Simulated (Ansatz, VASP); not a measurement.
Two plane-wave programs on BN

```xyz
2
Lattice="0.0000 1.7868 1.7868 1.7868 0.0000 1.7868 1.7868 1.7868 0.0000" Properties=species:S:1:pos:R:3 pbc="T T T"
B     0.0000    0.0000    0.0000
N     0.8934    0.8934    0.8934
```

Change from the starting cell: hydrostatic strain -1.0%.

Alike in both runs: task single point; functional PBE; k mesh 12 × 12 × 12; occupations fermi-dirac, width 0.02 eV; no spin polarisation.

```csv
,VASP,Ansatz
version,VASP 6.6.1,Ansatz 0.2.0
potentials or method,"VASP PAW PBE potentials, release 64 (B, N)","plane waves, PAW"
plane-wave cutoff (eV),520,420
valence electrons in the cell,8,8
```

```csv
,VASP,Ansatz,Ansatz less VASP
gap on the k mesh at the Fermi level (eV),4.50,4.51,+0.011
pressure (GPa),17.5,17.1,-0.39
```
